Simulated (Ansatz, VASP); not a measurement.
Two plane-wave programs on Te2Mo

File INCAR:

```
ALGO     = Normal         # electronic algorithm
EDIFF    = 1E-6           # SCF threshold, eV
ENCUT    = 520            # plane-wave cutoff, eV
GGA      = PE             # functional
ISIF     = 2              # what is computed and relaxed
ISMEAR   = -1             # smearing method
LASPH    = T              # aspherical terms in the spheres
LCHARG   = F              # write CHGCAR
LREAL    = F              # projectors in reciprocal space
LWAVE    = F              # write WAVECAR
NBANDS   = 20             # bands
NELM     = 100            # most SCF steps
PREC     = Accurate       # precision mode
SIGMA    = 0.02           # smearing width, eV
```

File KPOINTS:

```
k-points
0
Gamma
  6 6 6
```

File POSCAR:

```
Te2Mo
1.0
    1.7509539881      1.0109137565      7.0687660021
   -1.7509539881      1.0109137565      7.0687660021
    0.0000000000     -2.0218275126      7.0687660021
Mo Te
1 2
Direct
    0.0000000000      0.0000000000      0.0000000000
    0.2465646675      0.2465646675      0.2465646675
    0.7534353325      0.7534353325      0.7534353325
```

Input for Ansatz:

```yaml
crystal:
  lattice:
    - [1.7509539881, 1.0109137565, 7.0687660021]
    - [-1.7509539881, 1.0109137565, 7.0687660021]
    - [0.0, -2.0218275126, 7.0687660021]
  atoms:
    - { symbol: Mo, position: [0.0, 0.0, 0.0] }
    - { symbol: Te, position: [0.2465646675, 0.2465646675, 0.2465646675] }
    - { symbol: Te, position: [0.7534353325, 0.7534353325, 0.7534353325] }
kpoints:
  mp_grid: { grid: [6, 6, 6] }
hamiltonian:
  xc: pbe
scf:
  occupations: { method: fermi_dirac, width: 0.02 }
  n_extra_bands: 4
output:
  forces: true
  stress: true
  eigenvalues: true
  write_density: true
  write_potential: true
  elf: true
  volumetric_format: npy
```

Alike in both runs: task single point; functional PBE; k mesh 6 × 6 × 6; occupations fermi-dirac, width 0.02 eV; no spin polarisation.

```csv
,VASP,Ansatz
version,VASP 6.6.1,Ansatz 0.2.0
potentials or method,"VASP PAW PBE potentials, release 64 (Mo_sv, Te)","plane waves, PAW"
plane-wave cutoff (eV),520,420
valence electrons in the cell,26,46
```

Ansatz gave:

```
pressure (GPa)                                                : 1.8
traceless stress, the component that is largest in VASP (GPa) : 1.13
rms of the force components (eV/Å)                            : 0.120
```

Question: Which values does VASP return?

Answer: Pressure (GPa): 1.8; traceless stress, the component that is largest in VASP (GPa): 1.19; rms of the force components (eV/Å): 0.127.

Atom by atom the forces differ by 0.006 eV/Å (rms over components). With one functional, cell and mesh, what is left measures potentials, basis and numerics. VASP's potentials hold 26 valence electrons a cell and Ansatz's 46, so a difference there can come from the potentials and not from the codes.

Neither program's run includes spin-orbit coupling.
